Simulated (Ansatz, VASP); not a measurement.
## Cs in VASP and in Ansatz

Contents of INCAR:

```
SYSTEM = Cs
PREC = Accurate ; ENCUT = 520
EDIFF = 1E-7 ; ISMEAR = -1
SIGMA = 0.1 ; LREAL = .FALSE.
LASPH = .TRUE. ; NELM = 100
ALGO = Normal ; ISIF = 2
LWAVE = .FALSE. ; LCHARG = .FALSE.
GGA = PS ; NBANDS = 20
```

KPOINTS

```
regular mesh
0
G
  5 5 7
  0 0 0
```

File POSCAR:

```
Cs
1.0
    8.3574179378      0.0000000000      0.0000000000
   -4.1787089689      7.2377362442      0.0000000000
    0.0000000000      0.0000000000      4.9745695849
Cs
3
Direct
    0.0000000000      0.0000000000      0.0000000000
    0.3333333333      0.6666666667      0.5000000000
    0.6666666667      0.3333333333      0.5000000000
```

Input for Ansatz:

```yaml
crystal:
  lattice:
    - [8.3574179378, 0.0, 0.0]
    - [-4.1787089689, 7.2377362442, 0.0]
    - [0.0, 0.0, 4.9745695849]
  atoms:
    - { symbol: Cs, position: [0.0, 0.0, 0.0] }
    - { symbol: Cs, position: [0.3333333333, 0.6666666667, 0.5] }
    - { symbol: Cs, position: [0.6666666667, 0.3333333333, 0.5] }
hamiltonian:
  xc: pbesol
  pseudopotentials:
    kind: paw
    azcp:
      Cs: "pseudopotentials/Cs.paw.azcp"
basis:
  ecutwfc: 420
  fft_grid_basis: typed
kpoints:
  mp_grid: { grid: [5, 5, 7], shift: [0, 0, 0] }
magnetization:
  spin_polarized: false
scf:
  occupations: { method: fermi_dirac, width: 0.1 }
  lower_state_search: "off"
output:
  stress: true
```

Alike in both runs: task single point; functional PBEsol; k mesh 5 × 5 × 7; occupations fermi-dirac, width 0.1 eV; no spin polarisation.

```csv
,VASP,Ansatz
version,VASP 6.6.1,Ansatz 0.2.0
potentials or method,"VASP PAW PBE potentials, release 64 (Cs_sv), cutoff 520 eV","plane waves (420 eV) with PAW, scalar-relativistic"
valence electrons in the cell,27,27
```

```tsv
	VASP	Ansatz	Ansatz less VASP
pressure (GPa)	0.2	0.2	+0.01
```

VASP's potentials were made for PBE, not for PBEsol, and Ansatz warns of the same on its side.

Neither program's run includes spin-orbit coupling.
